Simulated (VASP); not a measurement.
# La (P6/mmm) in VASP: further runs, part 2 of 2

VASP 6.6.1. The steps go on from the part before.

## Step 3: Relaxation of cell and atoms, PBEsol

This run uses another cell than the first one, of 37.42 Å³/atom.

File INCAR:

```
SYSTEM = La
ALGO = Normal
EDIFF = 1E-7
EDIFFG = -0.01
ENCUT = 600
GGA = PS
IBRION = 2
ISIF = 3
ISMEAR = -1
LASPH = .True.
LCHARG = .False.
LREAL = .False.
LWAVE = .False.
NELM = 60
NSW = 80
PREC = Accurate
SIGMA = 0.1
```

File KPOINTS:

```
k-points
0
Gamma
  6 6 9
  0 0 0
```

File POSCAR:

```
La
1.0
    5.9574525210      0.0000000000      0.0000000000
   -2.9787262605      5.1593052250      0.0000000000
    0.0000000000      0.0000000000      3.6519183953
La
3
Direct
    0.0000000000      0.0000000000      0.0000000000
    0.3333333333      0.6666666667      0.5000000000
    0.6666666667      0.3333333333      0.5000000000
```

Potentials or basis: VASP PAW PBE potentials, release 64 (La).

The run is started by

```bash
$ cat potpaw_PBE.64/La/POTCAR > POTCAR
$ mpirun -np 1 vasp_std > vasp.out
```

OUTCAR:

```text
SYSTEM = La
   EDIFF = 1E-7
   EDIFFG = -0.01
   ENCUT = 600
   GGA = PS
   IBRION = 2
   ISIF = 3
   ISMEAR = -1
   LASPH = .True.
   LREAL = .False.
   NELM = 60
   NSW = 80
   PREC = Accurate

 ion  position               nearest neighbor table
   1  0.000  0.000  0.000-
   2  0.333  0.667  0.500-   3 3.44   3 3.44   3 3.44
   3  0.667  0.333  0.500-   2 3.44   2 3.44   2 3.44

  LATTYP: Found a hexagonal cell.
 ALAT       =     5.9574525210
 C/A-ratio  =     0.6130000000

  Lattice vectors:

 A1 = (   5.9574525210,   0.0000000000,   0.0000000000)
 A2 = (  -2.9787262605,   5.1593052250,   0.0000000000)
 A3 = (   0.0000000000,   0.0000000000,   3.6519183953)

Analysis of symmetry for initial positions (statically):
=====================================================================
 Subroutine PRICEL returns:
 Original cell was already a primitive cell.

 Routine SETGRP: Setting up the symmetry group for a
 hexagonal supercell.

 Subroutine GETGRP returns: Found 24 space group operations
 (whereof 24 operations were pure point group operations)
 out of a pool of 24 trial point group operations.

The static configuration has the point symmetry D_6h.

Analysis of symmetry for dynamics (positions and initial velocities):
=====================================================================
 Subroutine PRICEL returns:
 Original cell was already a primitive cell.

 Routine SETGRP: Setting up the symmetry group for a
 hexagonal supercell.

 Subroutine GETGRP returns: Found 24 space group operations
 (whereof 24 operations were pure point group operations)
 out of a pool of 24 trial point group operations.

The dynamic configuration has the point symmetry D_6h.

 Subroutine INISYM returns: Found 24 space group operations
 (whereof 24 operations are pure point group operations),
 and found     1 'primitive' translations

----------------------------------------------------------------------------------------

                                     Primitive cell

  volume of cell :     112.2465

  direct lattice vectors                    reciprocal lattice vectors
     5.957452521  0.000000000  0.000000000     0.167856982  0.096912274  0.000000000
    -2.978726260  5.159305225  0.000000000     0.000000000  0.193824547  0.000000000
     0.000000000  0.000000000  3.651918395     0.000000000  0.000000000  0.273828682

  length of vectors
     5.957452521  5.957452521  3.651918395     0.193824547  0.193824547  0.273828682

  position of ions in fractional coordinates (direct lattice)
     0.000000000  0.000000000  0.000000000
     0.333333333  0.666666667  0.500000000
     0.666666667  0.333333333  0.500000000

  ion indices of the primitive-cell ions
   primitive index   ion index
                 1           1
                 2           2
                 3           3

----------------------------------------------------------------------------------------

 KPOINTS: k-points

Automatic generation of k-mesh.
 Grid dimensions read from file:
 generate k-points for:    6    6    9

 Generating k-lattice:

  Cartesian coordinates                     Fractional coordinates (reciprocal lattice)
     0.027976164  0.016152046  0.000000000     0.166666667 -0.000000000  0.000000000
     0.000000000  0.032304091  0.000000000     0.000000000  0.166666667  0.000000000
     0.000000000  0.000000000  0.030425409     0.000000000  0.000000000  0.111111111

  Length of vectors
     0.032304091  0.032304091  0.030425409

  Shift w.r.t. Gamma in fractional coordinates (k-lattice)
     0.000000000  0.000000000  0.000000000

 Subroutine IBZKPT returns following result:
 ===========================================

 Found     35 irreducible k-points:

 Following reciprocal coordinates:
            Coordinates               Weight
  0.000000  0.000000  0.000000      1.000000
  0.166667  0.000000  0.000000      6.000000
  0.333333  0.000000  0.000000      6.000000
  0.500000  0.000000  0.000000      3.000000
  0.166667  0.166667  0.000000      6.000000
  0.333333  0.166667  0.000000     12.000000
[... 16 lines left out ...]
  0.166667  0.000000  0.333333     12.000000
  0.333333  0.000000  0.333333     12.000000
 [... further k-points ...]
   k-points           NKPTS =     35   k-points in BZ     NKDIM =     35   number of bands    NBANDS=     20
   number of dos      NEDOS =    301   number of ions     NIONS =      3
   total plane-waves  NPLWV =  69120
   dimension x,y,z NGX =    48 NGY =   48 NGZ =   30
   dimension x,y,z NGXF=    96 NGYF=   96 NGZF=   60
   ions per type =               3
   NGX,Y,Z   is equivalent  to a cutoff of  13.39, 13.39, 13.66 a.u.
   NGXF,Y,Z  is equivalent  to a cutoff of  26.79, 26.79, 27.31 a.u.
 SYSTEM =  La
   PREC   = accura    normal or accurate (medium, high low for compatibility)
   ISTART =      0    job   : 0-new  1-cont  2-samecut
   ICHARG =      2    charge: 1-file 2-atom 10-const
   ISPIN  =      1    spin polarized calculation?
   LNONCOLLINEAR =      F non collinear calculations
   LSORBIT =      F    spin-orbit coupling
   LASPH  =      T    aspherical Exc in radial PAW
   ENCUT  =  600.0 eV  44.10 Ry    6.64 a.u.  11.90 11.90  7.29*2*pi/ulx,y,z
   NELM   =     60;   NELMIN=  2; NELMDL= -5     # of ELM steps
   EDIFF  = 0.1E-06   stopping-criterion for ELM
   LREAL  =      F    real-space projection
   EDIFFG = -.1E-01   stopping-criterion for IOM
   NSW    =     80    number of steps for IOM
   IBRION =      2    ionic relax: 0-MD 1-quasi-New 2-CG
   NFREE  =      1    steps in history (QN), initial steepest desc. (CG)
   ISIF   =      3    stress and relaxation
   ISYM   =      2    0-nonsym 1-usesym 2-fastsym
   POTIM  = 0.5000    time-step for ionic-motion
   TEBEG  =    0.0;   TEEND  =   0.0 temperature during run
   PSTRESS=    0.0 pullay stress
   NELECT =      33.0000    total number of electrons
   NUPDOWN=      -1.0000    fix difference up-down
   EMIN   =  10.00;   EMAX   =-10.00  energy-range for DOS
   EFERMI =   0.00;   METHOD = LEGACY
   ISMEAR =    -1;   SIGMA  =   0.10  broadening in eV -4-tet -1-fermi 0-gaus
   EFERMI_NEDOS =   21; number of points for ismear=-14 and -15
   IALGO  =     38    algorithm
   IMIX   =      4    mixing-type and parameters
     AMIX     =   0.40;   BMIX     =  1.00
     AMIX_MAG =   1.60;   BMIX_MAG =  1.00
  volume/ion in A,a.u.               =      37.42       252.49
  Fermi-wavevector in a.u.,A,eV,Ry     =   1.088567  2.057093 16.122608  1.184978
  Thomas-Fermi vector in A             =   2.224751
   LORBIT       =      0    0 simple, 1 ext, 2 COOP (PROOUT), +10 PAW based schemes
   GGA     = PS    functional components
   LHFCALC =     F    Hartree Fock is set to
   AEXX    =    0.0000 exact exchange contribution
   IVDW    =     0    specifies the selected vdW correction
   LEPSILON=     F    determine dielectric tensor
   LRPA    =     F    only Hartree local field effects (RPA)
 conjugate gradient relaxation of ions
 non-spin polarized calculation
  energy-cutoff  :      600.00
  volume of cell :      112.25
 maximum number of plane-waves:      3774
 NGX is ok and might be reduce to    48
   NGX = 23   NGY = 23   NGZ = 15

--------------------------------------- Ionic step        1  -------------------------------------------

 number of electron      32.9999999 magnetization

 Free energy of the ion-electron system (eV)
  ---------------------------------------------------
  ext. energy  EPLUGINS =         0.00000000
  ---------------------------------------------------
  free energy    TOTEN  =       -15.94408314 eV

  energy without entropy =      -15.78280246  energy(sigma->0) =      -15.86344280

------------------------ aborting loop because EDIFF is reached ----------------------------------------

  FORCE on cell =-STRESS in cart. coord.  units (eV):
  Direction    XX          YY          ZZ          XY          YZ          ZX
  --------------------------------------------------------------------------------------
  -------------------------------------------------------------------------------------
  Total       -1.5297233     -1.5297233     -1.5143715      0.0000000      0.0000000      0.0000000
  in kB      -21.8348683    -21.8348683    -21.6157412      0.0000000      0.0000000      0.0000000
  external PRESSURE =     -21.7618259 kB  Pullay stress =       0.0000000 kB
[... 61 lines left out ...]
--------------------------------------- Ionic step        3  -------------------------------------------

 number of electron      32.9999998 magnetization

 E-fermi :   8.4254     XC(G=0):  -9.9956

 val. band max:        8.3887122916   @ k =   0.3333   0.1667   0.4444
 cond. band min:       8.4585906921   @ k =   0.1667   0.0000   0.2222
 fundamental gap:      0.0698784005
 Fermi energy:         8.4253865323

 k-point     1 :       0.0000    0.0000    0.0000
  band No.  band energies     occupation
      1     -24.3376      2.00000
      2     -24.0252      2.00000
      3     -23.9410      2.00000
      4      -8.5091      2.00000
      5      -8.5091      2.00000
      6      -8.1354      2.00000
[... 690 lines left out ...]
--------------------------------------- Ionic step        7  -------------------------------------------

 number of electron      33.0000002 magnetization

 Free energy of the ion-electron system (eV)
  ---------------------------------------------------
  ext. energy  EPLUGINS =         0.00000000
  ---------------------------------------------------
  free energy    TOTEN  =       -16.01017918 eV

  energy without entropy =      -15.86517911  energy(sigma->0) =      -15.93767915

 E-fermi :   8.4667     XC(G=0): -10.0125

 val. band max:        8.4137323901   @ k =   0.1667   0.0000   0.1111
 cond. band min:       8.4785352765   @ k =   0.1667   0.0000   0.2222
 fundamental gap:      0.0648028864
 Fermi energy:         8.4666591411

 k-point     1 :       0.0000    0.0000    0.0000
  band No.  band energies     occupation
      1     -24.2958      2.00000
      2     -23.9843      2.00000
      3     -23.9107      2.00000
      4      -8.4568      2.00000
      5      -8.4568      2.00000
      6      -8.0991      2.00000
[... 573 lines left out ...]
  FREE ENERGIE OF THE ION-ELECTRON SYSTEM (eV)
  ---------------------------------------------------
  free  energy   TOTEN  =       -16.0101791796 eV

  energy  without entropy=      -15.8651791135  energy(sigma->0) =      -15.93767915

 reached required accuracy - stopping structural energy minimisation
```

OSZICAR:

```text
N       E                     dE             d eps       ncg     rms          rms(c)
DAV:   1     0.420193631497E+03    0.42019E+03   -0.12111E+04  1408   0.244E+03
DAV:   2     0.597518227907E+02   -0.36044E+03   -0.35591E+03  2424   0.415E+02
[... 76 lines left out ...]
DAV:   1    -0.160104345190E+02   -0.26753E-03   -0.17784E-02  2152   0.268E+00    0.722E-02
DAV:   2    -0.160102284293E+02    0.20609E-03   -0.56305E-04  2400   0.295E-01    0.339E-02
DAV:   3    -0.160101784422E+02    0.49987E-04   -0.22815E-04  2548   0.167E-01    0.802E-03
DAV:   4    -0.160101785674E+02   -0.12517E-06   -0.14194E-05  2584   0.364E-02    0.429E-03
DAV:   5    -0.160101788697E+02   -0.30228E-06   -0.98079E-07  2316   0.107E-02    0.244E-03
DAV:   6    -0.160101791255E+02   -0.25584E-06   -0.10138E-07  1088   0.493E-03    0.674E-04
DAV:   7    -0.160101791796E+02   -0.54057E-07   -0.46210E-08   952   0.475E-03
   7 F= -.16010179E+02 E0= -.15937679E+02  d E =-.141612E-02
```

Wall time 8.2 min (1 thread of Intel Xeon Platinum 8488C (Sapphire Rapids), shared host); peak memory 0.32 GiB.

Results:

```
Free energy                           : -16.0102 eV
Relaxed volume                        : 34.28 Å³/atom
Relaxed cell                          : a = 5.813 Å, b = 5.813 Å, c = 3.514 Å, α = 90.00°, β = 90.00°, γ = 120.00°
Space group after relaxing (to 0.1 Å) : P6/mmm (No. 191)
Energy gained by relaxing             : 22.0 meV/atom
Ionic steps                           : 7
Pressure after relaxing               : 0.0 GPa
Band gap on the k mesh                : zero (an odd number of electrons rules out a gap without spin polarisation)
```

The path:
```csv
step,energy change (eV),largest force (eV/Å),pressure (GPa),volume (Å³)
1,0.0000,0.0000,-2.18,112.25
2,-0.0638,0.0000,-0.28,104.19
3,-0.0647,0.0000,-0.01,103.22
4,-0.0647,0.0000,0.04,103.05
5,-0.0655,0.0000,0.04,102.97
6,-0.0661,0.0000,0.04,102.84
7,-0.0661,0.0000,0.04,102.83
```

Final structure:
```
La
1.0
     5.81268    0.00000    0.00000
    -2.90634    5.03393    0.00000
     0.00000    0.00000    3.51412
La
3
Direct
  0.00000 0.00000 0.00000
  0.33333 0.66667 0.50000
  0.66667 0.33333 0.50000
```

Levels at points of the mesh, in eV from the Fermi level:
```tsv
k point	band 13	band 14	band 15	band 16	band 17	band 18	band 19	band 20
(0.00, 0.00, 0.00)	-3.12	-1.58	0.36	0.70	0.70	0.75	0.75	1.03
(0.50, 0.00, 0.00)	-1.92	-1.30	-1.19	-0.17	-0.14	0.17	0.38	1.33
```

Caveat: the PAW data sets were made with another functional, which shifts forces and pressure a little; spin-orbit coupling is left out, which moves the levels of the heavy elements.
